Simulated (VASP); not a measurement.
# KBr (P6_3/mmc) in VASP: notebook

KBr is run at these levels: PBE, r2SCAN; tasks: single point.

All numbers are computed with VASP 6.6.1; they aren't measurements. Logs are shortened: lines on timing, memory, paths and dates and some standing lists are left out, and cuts for length are marked.

### 1 The cell of the first run

Symmetry: P6_3/mmc, No. 194, hexagonal system. Conventional cell: a = 5.544 Å, b = 5.544 Å, c = 6.467 Å, α = 90.00°, β = 90.00°, γ = 120.00°. K (site symmetry -6m2) has 5 Br at 3.20 to 3.23 Å within 4.2 Å. Within 4.2 Å of Br (site symmetry -6m2) lie 5 K at 3.20 to 3.23 Å.

### 2 Single point, PBE (strain -1.3%)

File INCAR:

```
ALGO = Normal
EDIFF = 1E-6
ENCUT = 520
GGA = PE
ISIF = 2
ISMEAR = -1
LASPH = T
LCHARG = F
LREAL = F
LWAVE = F
NBANDS = 24
NELM = 100
PREC = Accurate
SIGMA = 0.02
```

File KPOINTS:

```
k-points
0
Gamma
  6 6 4
```

File POSCAR:

```
KBr
1.0
    5.5438543162      0.0000000000      0.0000000000
   -2.7719271581      4.8011186727      0.0000000000
    0.0000000000      0.0000000000      6.4666640637
K Br
2 2
Direct
    0.3333333333      0.6666666667     -0.0625000000
    0.6666666667      0.3333333333      0.4375000000
    0.3333333333      0.6666666667      0.4375000000
    0.6666666667      0.3333333333      0.9375000000
```

Potentials or basis: VASP PAW PBE potentials, release 64 (K_sv, Br).

Command:

```console
cat potpaw_PBE.64/K_sv/POTCAR potpaw_PBE.64/Br/POTCAR > POTCAR
mpirun -np 1 vasp_std > vasp.out
```

OUTCAR:

```text
EDIFF = 1E-6
   ENCUT = 520
   GGA = PE
   ISIF = 2
   ISMEAR = -1
   LASPH = T
   LREAL = F
   NELM = 100
   PREC = Accurate

 ion  position               nearest neighbor table
   1  0.333  0.667  0.938-   4 3.20   4 3.20   4 3.20   3 3.23   3 3.23
   2  0.667  0.333  0.438-   3 3.20   3 3.20   3 3.20   4 3.23   4 3.23
   3  0.333  0.667  0.438-   2 3.20   2 3.20   2 3.20   1 3.23   1 3.23
   4  0.667  0.333  0.938-   1 3.20   1 3.20   1 3.20   2 3.23   2 3.23

  LATTYP: Found a hexagonal cell.
 ALAT       =     5.5438543162
 C/A-ratio  =     1.1664563488

  Lattice vectors:

 A1 = (   5.5438543162,   0.0000000000,   0.0000000000)
 A2 = (  -2.7719271581,   4.8011186727,   0.0000000000)
 A3 = (   0.0000000000,   0.0000000000,   6.4666640637)

Analysis of symmetry for initial positions (statically):
=====================================================================
 Subroutine PRICEL returns:
 Original cell was already a primitive cell.

 Routine SETGRP: Setting up the symmetry group for a
 hexagonal supercell.

 Subroutine GETGRP returns: Found 24 space group operations
 (whereof  6 operations were pure point group operations)
 out of a pool of 24 trial point group operations.

The static configuration has the point symmetry C_3v.
 The point group associated with its full space group is D_6h.

Analysis of symmetry for dynamics (positions and initial velocities):
=====================================================================
 Subroutine PRICEL returns:
 Original cell was already a primitive cell.

 Routine SETGRP: Setting up the symmetry group for a
 hexagonal supercell.

 Subroutine GETGRP returns: Found 24 space group operations
 (whereof  6 operations were pure point group operations)
 out of a pool of 24 trial point group operations.

The dynamic configuration has the point symmetry C_3v.
 The point group associated with its full space group is D_6h.

 Subroutine INISYM returns: Found 24 space group operations
 (whereof  6 operations are pure point group operations),
 and found     1 'primitive' translations

----------------------------------------------------------------------------------------

                                     Primitive cell
[... 85 lines left out ...]
   ISPIN  =      1    spin polarized calculation?
   LNONCOLLINEAR =      F non collinear calculations
   LSORBIT =      F    spin-orbit coupling
   LASPH  =      T    aspherical Exc in radial PAW
   ENCUT  =  520.0 eV  38.22 Ry    6.18 a.u.  10.31 10.31 12.02*2*pi/ulx,y,z
   NELM   =    100;   NELMIN=  2; NELMDL= -5     # of ELM steps
   EDIFF  = 0.1E-05   stopping-criterion for ELM
   LREAL  =      F    real-space projection
   EDIFFG = 0.1E-04   stopping-criterion for IOM
   NSW    =      0    number of steps for IOM
   IBRION =     -1    ionic relax: 0-MD 1-quasi-New 2-CG
   NFREE  =      0    steps in history (QN), initial steepest desc. (CG)
   ISIF   =      2    stress and relaxation
   ISYM   =      2    0-nonsym 1-usesym 2-fastsym
   POTIM  = 0.5000    time-step for ionic-motion
   TEBEG  =    0.0;   TEEND  =   0.0 temperature during run
   PSTRESS=    0.0 pullay stress
   NELECT =      32.0000    total number of electrons
   NUPDOWN=      -1.0000    fix difference up-down
   EMIN   =  10.00;   EMAX   =-10.00  energy-range for DOS
   EFERMI =   0.00;   METHOD = LEGACY
   ISMEAR =    -1;   SIGMA  =   0.02  broadening in eV -4-tet -1-fermi 0-gaus
   EFERMI_NEDOS =   21; number of points for ismear=-14 and -15
   IALGO  =     38    algorithm
   IMIX   =      4    mixing-type and parameters
     AMIX     =   0.40;   BMIX     =  1.00
     AMIX_MAG =   1.60;   BMIX_MAG =  1.00
  volume/ion in A,a.u.               =      43.03       290.38
  Fermi-wavevector in a.u.,A,eV,Ry     =   0.934358  1.765681 11.878224  0.873025
  Thomas-Fermi vector in A             =   2.061155
   LORBIT       =      0    0 simple, 1 ext, 2 COOP (PROOUT), +10 PAW based schemes
   GGA     = PE    functional components
   LHFCALC =     F    Hartree Fock is set to
   AEXX    =    0.0000 exact exchange contribution
   IVDW    =     0    specifies the selected vdW correction
   LEPSILON=     F    determine dielectric tensor
   LRPA    =     F    only Hartree local field effects (RPA)
 non-spin polarized calculation
  energy-cutoff  :      520.00
  volume of cell :      172.12
 maximum number of plane-waves:      4668
 NGX is ok and might be reduce to    42
   NGX = 21   NGY = 21   NGZ = 25

 number of electron      32.0000005 magnetization

 Free energy of the ion-electron system (eV)
  ---------------------------------------------------
  ext. energy  EPLUGINS =         0.00000000
  ---------------------------------------------------
  free energy    TOTEN  =       -12.24395788 eV

  energy without entropy =      -12.24395788  energy(sigma->0) =      -12.24395788

 E-fermi :  -1.9137     XC(G=0):  -6.4906

 val. band max:       -2.4026534134   @ k =   0.0000   0.0000   0.0000
 cond. band min:       1.8441673966   @ k =   0.0000   0.0000   0.0000
 fundamental gap:      4.2468208100
 Fermi energy:        -1.9137113649

 k-point     1 :       0.0000    0.0000    0.0000
  band No.  band energies     occupation
      1     -30.2379      2.00000
      2     -30.2299      2.00000
      3     -14.6757      2.00000
      4     -14.5833      2.00000
      5     -13.8024      2.00000
      6     -13.7758      2.00000
[... 556 lines left out ...]
     23       6.3569      0.00000
     24       6.3569      0.00000

------------------------ aborting loop because EDIFF is reached ----------------------------------------

  FORCE on cell =-STRESS in cart. coord.  units (eV):
  Direction    XX          YY          ZZ          XY          YZ          ZX
  --------------------------------------------------------------------------------------
  -------------------------------------------------------------------------------------
  Total        0.9468793      0.9468793      1.2461325      0.0000000     -0.0000000      0.0000000
  in kB        8.8139514      8.8139514     11.5995260      0.0000000     -0.0000000      0.0000000
  external PRESSURE =       9.7424762 kB  Pullay stress =       0.0000000 kB

 VOLUME and BASIS-vectors are now :
 -----------------------------------------------------------------------------
  energy-cutoff  :      520.00
  volume of cell :      172.12
      direct lattice vectors                 reciprocal lattice vectors
     5.543854316  0.000000000  0.000000000     0.180379920  0.104142396  0.000000000
    -2.771927158  4.801118673  0.000000000     0.000000000  0.208284791  0.000000000
     0.000000000  0.000000000  6.466664064     0.000000000  0.000000000  0.154639238

 POSITION                                       TOTAL-FORCE (eV/Angst)
 -----------------------------------------------------------------------------------
     -0.00000      3.20075      6.06250         0.000000      0.000000     -0.000000
      2.77193      1.60037      2.82917         0.000000     -0.000000      0.000000
     -0.00000      3.20075      2.82917        -0.000000      0.000000      0.000000
      2.77193      1.60037      6.06250         0.000000     -0.000000      0.000000
 -----------------------------------------------------------------------------------
    total drift:                               -0.000000      0.000000      0.000000

  FREE ENERGIE OF THE ION-ELECTRON SYSTEM (eV)
  ---------------------------------------------------
  free  energy   TOTEN  =       -12.2439578762 eV

  energy  without entropy=      -12.2439578762  energy(sigma->0) =      -12.24395788
```

OSZICAR:

```text
N       E                     dE             d eps       ncg     rms          rms(c)
DAV:   1     0.241182145321E+03    0.24118E+03   -0.13490E+04  1008   0.112E+03
DAV:   2     0.103421898227E+02   -0.23084E+03   -0.21939E+03  1224   0.294E+02
DAV:   3    -0.121472422050E+02   -0.22489E+02   -0.22404E+02  1680   0.789E+01
DAV:   4    -0.127359522256E+02   -0.58871E+00   -0.58752E+00  1472   0.132E+01
DAV:   5    -0.127652046140E+02   -0.29252E-01   -0.29251E-01  1504   0.186E+00    0.474E+00
DAV:   6    -0.122662514152E+02    0.49895E+00   -0.71152E-01  1232   0.315E+00    0.336E+00
DAV:   7    -0.122062124741E+02    0.60039E-01   -0.42977E-01  1296   0.259E+00    0.157E+00
DAV:   8    -0.122371979544E+02   -0.30985E-01   -0.64273E-02  1280   0.137E+00    0.389E-01
DAV:   9    -0.122380825139E+02   -0.88456E-03   -0.15501E-03  1344   0.199E-01    0.236E-01
DAV:  10    -0.122438262966E+02   -0.57438E-02   -0.60674E-03  1008   0.335E-01    0.115E-01
DAV:  11    -0.122438843521E+02   -0.58055E-04   -0.21633E-04  1536   0.821E-02    0.453E-02
DAV:  12    -0.122439587957E+02   -0.74444E-04   -0.17006E-04  1096   0.691E-02    0.278E-02
DAV:  13    -0.122439575656E+02    0.12301E-05   -0.24158E-05  1272   0.278E-02    0.544E-03
DAV:  14    -0.122439578762E+02   -0.31058E-06   -0.10022E-06  1000   0.544E-03
   1 F= -.12243958E+02 E0= -.12243958E+02  d E =-.269804E-12
```

stdout:

```text
POSCAR found type information on POSCAR K Br
 POSCAR found :  2 types and       4 ions
 scaLAPACK will be used
 LDA part: xc-table for (Slater+PW92), standard interpolation
 POSCAR, INCAR and KPOINTS ok, starting setup
 FFT: planning ... GRIDC
 FFT: planning ... GRID_SOFT
 FFT: planning ... GRID
 WAVECAR not read
 entering main loop
```

Wall time 1.8 min (1 thread of Intel Xeon Platinum 8259CL at 2.50GHz (Skylake/Cascade Lake), shared host); peak memory 0.32 GiB.

What came out:

```
Free energy            : -12.2440 eV
Pressure               : 1.0 GPa
Band gap on the k mesh : 4.25 eV, direct
```

Stress tensor (GPa, compression positive):
```
0.88 0.00 0.00
0.00 0.88 0.00
0.00 0.00 1.16
```

Caveat: the cell differs from its parent crystal (strain -1.3%). A k mesh can miss the band edges.

(Part 1 of 2 ends here.)
